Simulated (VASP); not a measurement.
# NbH2 (Fm-3m) in VASP: a series of runs

Runs on NbH2. Level: r2SCAN. Tasks: single point.

Everything below comes from runs of VASP 6.6.1. Logs are shortened: lines on timing, memory, paths and dates and some standing lists are left out, and cuts for length are marked.

## (1) The cell of the first run

It takes space group Fm-3m (No. 225, cubic). Conventional cell: a = 4.563 Å, b = 4.563 Å, c = 4.563 Å, α = 90.00°, β = 90.00°, γ = 90.00°. Within 2.6 Å of Nb (site symmetry m-3m) lie 8 H at 1.98 Å. H (site symmetry -43m) has 4 Nb at 1.98 Å and 6 H at 2.28 Å within 2.6 Å.

## (2) Single point, r2SCAN

The input, POSCAR:

```
NbH2
1.0
    0.0000000000      2.2814993472      2.2814993472
    2.2814993472      0.0000000000      2.2814993472
    2.2814993472      2.2814993472      0.0000000000
Nb H
1 2
Direct
    0.0000000000      0.0000000000      0.0000000000
    0.2500000000      0.2500000000      0.2500000000
    0.7500000000      0.7500000000      0.7500000000
```

The input, INCAR.step1:

```
SYSTEM = NbH2
PREC = Accurate ; ENCUT = 520
ISMEAR = 0 ; SIGMA = 0.05
LREAL = .False. ; LASPH = .True.
NELM = 80 ; NBANDS = 14
GGA = PE ; ALGO = Normal
EDIFF = 1E-4 ; LWAVE = .True.
LCHARG = .False.
```

The input, INCAR.step2:

```
SYSTEM = NbH2
PREC = Accurate ; ENCUT = 520
EDIFF = 1E-7 ; ISMEAR = 0
SIGMA = 0.05 ; LREAL = .False.
LASPH = .True. ; NELM = 80
ALGO = Normal ; ISIF = 2
LWAVE = .False. ; LCHARG = .False.
METAGGA = R2SCAN ; LMIXTAU = .True.
NBANDS = 14 ; ISTART = 1
```

The input, KPOINTS:

```
Automatic mesh
0
Gamma
  12 12 12
  0 0 0
```

Potentials or basis: VASP PAW PBE potentials, release 64 (Nb_sv, H).

Started as:

```bash
> cat potpaw_PBE.64/Nb_sv/POTCAR potpaw_PBE.64/H/POTCAR > POTCAR
> cp INCAR.step1 INCAR
> mpirun -np 1 vasp_std > vasp.out
> cp INCAR.step2 INCAR
> mpirun -np 1 vasp_std > vasp.out
```

OUTCAR:

```text
SYSTEM = NbH2
   PREC = Accurate
   ENCUT = 520
   EDIFF = 1E-7
   ISMEAR = 0
   LREAL = .False.
   LASPH = .True.
   NELM = 80
   ISIF = 2
   METAGGA = R2SCAN
   ISTART = 1

 ion  position               nearest neighbor table
   1  0.000  0.000  0.000-
   2  0.250  0.250  0.250-
   3  0.750  0.750  0.750-

  LATTYP: Found a face centered cubic cell.
 ALAT       =     4.5629986944

  Lattice vectors:

 A1 = (   0.0000000000,   2.2814993472,   2.2814993472)
 A2 = (   2.2814993472,   0.0000000000,   2.2814993472)
 A3 = (   2.2814993472,   2.2814993472,   0.0000000000)

Analysis of symmetry for initial positions (statically):
=====================================================================
 Subroutine PRICEL returns:
 Original cell was already a primitive cell.

 Routine SETGRP: Setting up the symmetry group for a
 face centered cubic supercell.

 Subroutine GETGRP returns: Found 48 space group operations
 (whereof 48 operations were pure point group operations)
 out of a pool of 48 trial point group operations.

The static configuration has the point symmetry O_h .

Analysis of symmetry for dynamics (positions and initial velocities):
=====================================================================
 Subroutine PRICEL returns:
 Original cell was already a primitive cell.

 Routine SETGRP: Setting up the symmetry group for a
 face centered cubic supercell.

 Subroutine GETGRP returns: Found 48 space group operations
 (whereof 48 operations were pure point group operations)
 out of a pool of 48 trial point group operations.

The dynamic configuration has the point symmetry O_h .

 Subroutine INISYM returns: Found 48 space group operations
 (whereof 48 operations are pure point group operations),
 and found     1 'primitive' translations

----------------------------------------------------------------------------------------

                                     Primitive cell

  volume of cell :      23.7515

  direct lattice vectors                    reciprocal lattice vectors
     0.000000000  2.281499347  2.281499347    -0.219154128  0.219154128  0.219154128
     2.281499347  0.000000000  2.281499347     0.219154128 -0.219154128  0.219154128
     2.281499347  2.281499347  0.000000000     0.219154128  0.219154128 -0.219154128

  length of vectors
     3.226527319  3.226527319  3.226527319     0.379586084  0.379586084  0.379586084

  position of ions in fractional coordinates (direct lattice)
     0.000000000  0.000000000  0.000000000
     0.250000000  0.250000000  0.250000000
     0.750000000  0.750000000  0.750000000

  ion indices of the primitive-cell ions
   primitive index   ion index
                 1           1
                 2           2
                 3           3

----------------------------------------------------------------------------------------

 KPOINTS: Automatic mesh

Automatic generation of k-mesh.
 Grid dimensions read from file:
 generate k-points for:   12   12   12

 Generating k-lattice:

  Cartesian coordinates                     Fractional coordinates (reciprocal lattice)
    -0.018262844  0.018262844  0.018262844     0.083333333  0.000000000  0.000000000
     0.018262844 -0.018262844  0.018262844     0.000000000  0.083333333  0.000000000
     0.018262844  0.018262844 -0.018262844     0.000000000  0.000000000  0.083333333

  Length of vectors
     0.031632174  0.031632174  0.031632174

  Shift w.r.t. Gamma in fractional coordinates (k-lattice)
     0.000000000  0.000000000  0.000000000

 Subroutine IBZKPT returns following result:
 ===========================================

 Found     72 irreducible k-points:

 Following reciprocal coordinates:
            Coordinates               Weight
  0.000000  0.000000  0.000000      1.000000
  0.083333  0.000000  0.000000      8.000000
  0.166667  0.000000  0.000000      8.000000
  0.250000  0.000000  0.000000      8.000000
  0.333333  0.000000  0.000000      8.000000
  0.416667  0.000000  0.000000      8.000000
[... 16 lines left out ...]
  0.500000  0.166667  0.000000     24.000000
 -0.416667  0.166667  0.000000     24.000000
 [... further k-points ...]
   k-points           NKPTS =     72   k-points in BZ     NKDIM =     72   number of bands    NBANDS=     14
   number of dos      NEDOS =    301   number of ions     NIONS =      3
   total plane-waves  NPLWV =  13824
   dimension x,y,z NGX =    24 NGY =   24 NGZ =   24
   dimension x,y,z NGXF=    48 NGYF=   48 NGZF=   48
   ions per type =               1   2
   NGX,Y,Z   is equivalent  to a cutoff of  12.37, 12.37, 12.37 a.u.
   NGXF,Y,Z  is equivalent  to a cutoff of  24.73, 24.73, 24.73 a.u.
 SYSTEM =  NbH2
   PREC   = accura    normal or accurate (medium, high low for compatibility)
   ISTART =      1    job   : 0-new  1-cont  2-samecut
   ICHARG =      0    charge: 1-file 2-atom 10-const
   ISPIN  =      1    spin polarized calculation?
   LNONCOLLINEAR =      F non collinear calculations
   LSORBIT =      F    spin-orbit coupling
   LASPH  =      T    aspherical Exc in radial PAW
   ENCUT  =  520.0 eV  38.22 Ry    6.18 a.u.   6.00  6.00  6.00*2*pi/ulx,y,z
   NELM   =     80;   NELMIN=  2; NELMDL=  0     # of ELM steps
   EDIFF  = 0.1E-06   stopping-criterion for ELM
   LREAL  =      F    real-space projection
   EDIFFG = 0.1E-05   stopping-criterion for IOM
   NSW    =      0    number of steps for IOM
   IBRION =     -1    ionic relax: 0-MD 1-quasi-New 2-CG
   NFREE  =      0    steps in history (QN), initial steepest desc. (CG)
   ISIF   =      2    stress and relaxation
   ISYM   =      2    0-nonsym 1-usesym 2-fastsym
   POTIM  = 0.5000    time-step for ionic-motion
   TEBEG  =    0.0;   TEEND  =   0.0 temperature during run
   PSTRESS=    0.0 pullay stress
   NELECT =      15.0000    total number of electrons
   NUPDOWN=      -1.0000    fix difference up-down
   EMIN   =  10.00;   EMAX   =-10.00  energy-range for DOS
   EFERMI =   0.00;   METHOD = LEGACY
   ISMEAR =     0;   SIGMA  =   0.05  broadening in eV -4-tet -1-fermi 0-gaus
   EFERMI_NEDOS =   21; number of points for ismear=-14 and -15
   IALGO  =     38    algorithm
   IMIX   =      4    mixing-type and parameters
     AMIX     =   0.40;   BMIX     =  1.00
     AMIX_MAG =   1.60;   BMIX_MAG =  1.00
  volume/ion in A,a.u.               =       7.92        53.43
  Fermi-wavevector in a.u.,A,eV,Ry     =   1.404564  2.654241 26.841579  1.972800
  Thomas-Fermi vector in A             =   2.527113
   LORBIT       =      0    0 simple, 1 ext, 2 COOP (PROOUT), +10 PAW based schemes
   METAGGA = R2SCAN    functional components
   LHFCALC =     F    Hartree Fock is set to
   AEXX    =    0.0000 exact exchange contribution
   IVDW    =     0    specifies the selected vdW correction
   LEPSILON=     F    determine dielectric tensor
   LRPA    =     F    only Hartree local field effects (RPA)
 non-spin polarized calculation
 Gauss-broadening in eV      SIGMA  =   0.05
  energy-cutoff  :      520.00
  volume of cell :       23.75
 maximum number of plane-waves:       650
   NGX = 11   NGY = 11   NGZ = 11

 number of electron      15.0000000 magnetization

 Free energy of the ion-electron system (eV)
  ---------------------------------------------------
  ext. energy  EPLUGINS =         0.00000000
  ---------------------------------------------------
  free energy    TOTEN  =       -32.56329214 eV

  energy without entropy =      -32.56186508  energy(sigma->0) =      -32.56257861

 E-fermi :  10.0963     XC(G=0): -12.9399

 val. band max:       10.0743682066   @ k =   0.2500   0.1667   0.0000
 cond. band min:      10.1128540847   @ k =   0.1667   0.1667   0.0000
 fundamental gap:      0.0384858781
 Fermi energy:        10.0963157334

 k-point     1 :       0.0000    0.0000    0.0000
  band No.  band energies     occupation
      1     -47.2791      2.00000
      2     -22.3235      2.00000
      3     -22.3235      2.00000
      4     -22.3235      2.00000
      5      -1.2793      2.00000
      6       8.5324      2.00000
      7       8.6710      2.00000
      8       8.6710      2.00000
      9       8.6710      2.00000
     10      11.3870      0.00000
     11      11.3870      0.00000
     12      22.8969      0.00000
     13      24.1465      0.00000
     14      24.1465      0.00000

 k-point     2 :       0.0833    0.0000    0.0000
  band No.  band energies     occupation
      1     -47.2730      2.00000
      2     -22.3746      2.00000
      3     -22.3296      2.00000
      4     -22.3296      2.00000
      5      -1.0835      2.00000
      6       6.9156      2.00000
      7       8.7705      2.00000
      8       8.7705      2.00000
      9      10.5270      0.00000
     10      11.3060      0.00000
     11      11.3060      0.00000
     12      21.3925      0.00000
     13      24.5305      0.00000
     14      24.5305      0.00000

 k-point     3 :       0.1667    0.0000    0.0000
  band No.  band energies     occupation
      1     -47.2562      2.00000
      2     -22.5121      2.00000
      3     -22.3463      2.00000
      4     -22.3463      2.00000
      5      -0.5412      2.00000
      6       5.5601      2.00000
      7       8.9953      2.00000
      8       8.9953      2.00000
      9      11.1856      0.00000
     10      11.1856      0.00000
     11      12.5402      0.00000
     12      19.8134      0.00000
     13      25.5950      0.00000
     14      25.5950      0.00000

 k-point     4 :       0.2500    0.0000    0.0000
  band No.  band energies     occupation
      1     -47.2331      2.00000
      2     -22.6952      2.00000
      3     -22.3689      2.00000
      4     -22.3689      2.00000
      5       0.1908      2.00000
      6       4.6318      2.00000
      7       9.1232      2.00000
      8       9.1232      2.00000
      9      11.3318      0.00000
     10      11.3318      0.00000
     11      14.2914      0.00000
     12      18.7912      0.00000
     13      23.4822      0.00000
     14      27.0701      0.00000

 k-point     5 :       0.3333    0.0000    0.0000
  band No.  band energies     occupation
      1     -47.2099      2.00000
      2     -22.8733      2.00000
      3     -22.3914      2.00000
      4     -22.3914      2.00000
      5       0.8166      2.00000
      6       4.2703      2.00000
      7       9.0350      2.00000
      8       9.0350      2.00000
      9      11.8742      0.00000
     10      11.8742      0.00000
     11      15.1654      0.00000
[... 276 lines left out ...]
 k-point    22 :       0.4167    0.1667    0.0000
  band No.  band energies     occupation
      1     -47.1910      2.00000
      2     -22.9012      2.00000
      3     -22.4872      2.00000
      4     -22.4507      2.00000
      5       1.5919      2.00000
      6       3.6668      2.00000
      7       8.1623      2.00000
      8       9.6542      2.00000
      9      11.8616      0.00000
     10      12.7469      0.00000
     11      16.6759      0.00000
     12      18.2928      0.00000
     13      20.2821      0.00000
     14      22.4428      0.00000

 k-point    23 :       0.5000    0.1667    0.0000
  band No.  band energies     occupation
      1     -47.1791      2.00000
      2     -22.9742      2.00000
      3     -22.5263      2.00000
      4     -22.4513      2.00000
      5       1.7109      2.00000
      6       3.9769      2.00000
      7       7.9564      2.00000
      8       9.5236      2.00000
      9      12.8440      0.00000
     10      12.8773      0.00000
     11      16.2660      0.00000
     12      17.4942      0.00000
     13      20.1482      0.00000
     14      22.2392      0.00000

 k-point    24 :      -0.4167    0.1667    0.0000
  band No.  band energies     occupation
      1     -47.1776      2.00000
      2     -22.9790      2.00000
      3     -22.5499      2.00000
      4     -22.4379      2.00000
      5       1.7133      2.00000
      6       4.0617      2.00000
      7       7.9980      2.00000
      8       9.4742      2.00000
      9      12.3533      0.00000
     10      13.4937      0.00000
     11      16.0796      0.00000
     12      17.5213      0.00000
     13      19.6947      0.00000
     14      23.0639      0.00000

 [... further k-points ...]

------------------------ aborting loop because EDIFF is reached ----------------------------------------

  FORCE on cell =-STRESS in cart. coord.  units (eV):
  Direction    XX          YY          ZZ          XY          YZ          ZX
  --------------------------------------------------------------------------------------
  -------------------------------------------------------------------------------------
  Total       -0.3287447     -0.3287447     -0.3287447      0.0000000      0.0000000      0.0000000
  in kB      -22.1757475    -22.1757475    -22.1757475      0.0000000      0.0000000      0.0000000
  external PRESSURE =     -22.1757475 kB  Pullay stress =       0.0000000 kB

 VOLUME and BASIS-vectors are now :
 -----------------------------------------------------------------------------
  energy-cutoff  :      520.00
  volume of cell :       23.75
      direct lattice vectors                 reciprocal lattice vectors
     0.000000000  2.281499347  2.281499347    -0.219154128  0.219154128  0.219154128
     2.281499347  0.000000000  2.281499347     0.219154128 -0.219154128  0.219154128
     2.281499347  2.281499347  0.000000000     0.219154128  0.219154128 -0.219154128

 POSITION                                       TOTAL-FORCE (eV/Angst)
 -----------------------------------------------------------------------------------
      0.00000      0.00000      0.00000        -0.000000     -0.000000      0.000000
      1.14075      1.14075      1.14075         0.000000      0.000000      0.000000
      3.42225      3.42225      3.42225        -0.000000     -0.000000     -0.000000
 -----------------------------------------------------------------------------------
    total drift:                               -0.000000      0.000000      0.000000

  FREE ENERGIE OF THE ION-ELECTRON SYSTEM (eV)
  ---------------------------------------------------
  free  energy   TOTEN  =       -32.5632921449 eV

  energy  without entropy=      -32.5618650829  energy(sigma->0) =      -32.56257861
```

Run time: 1.9 min. Hardware: 1 thread of Intel Xeon 8259CL, shared host; peak memory 0.16 GiB.

What came out:

```yaml
Free_energy: -32.5633 eV
Pressure: -2.2 GPa
Band_gap_on_the_k_mesh: zero (an odd number of electrons rules out a gap without spin polarisation)
```

Caveat: the PAW data sets were made with another functional, which shifts forces and pressure a little.

(Part 1 of 2 ends here.)
